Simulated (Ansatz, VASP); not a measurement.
One calculation of SnSe, two programs

```
Sn Se
1.0
     0.00000    3.02993    3.02993
     3.02993    0.00000    3.02993
     3.02993    3.02993    0.00000
Sn Se
1 1
Direct
  0.00000 0.00000 0.00000
  0.50000 0.50000 0.50000
```

Alike in both runs: task single point; functional LDA; k mesh 8 × 8 × 8; occupations fermi-dirac, width 0.05 eV; no spin polarisation.

|  | VASP | Ansatz |
| --- | --- | --- |
| version | VASP 6.6.1 | Ansatz 0.2.0 |
| potentials or method | VASP PAW LDA potentials, release 64 (Sn_d, Se) | Ansatz PAW |
| plane-wave cutoff (eV) | 520 | 420 |
| valence electrons in the cell | 20 | 30 |

|  | VASP | Ansatz | Ansatz less VASP |
| --- | --- | --- | --- |
| gap on the k mesh at the Fermi level (eV) | 0.55 | 0.53 | -0.018 |
| least direct gap on the mesh (eV) | 0.55 | 0.53 | -0.018 |
| pressure (GPa) | -4.2 | -4.2 | -0.06 |

LDA's correlation is that of Perdew and Zunger in VASP and of Perdew and Wang (1992) in Ansatz. VASP's potentials hold 20 valence electrons a cell and Ansatz's 30, so a difference there can come from the potentials and not from the codes.
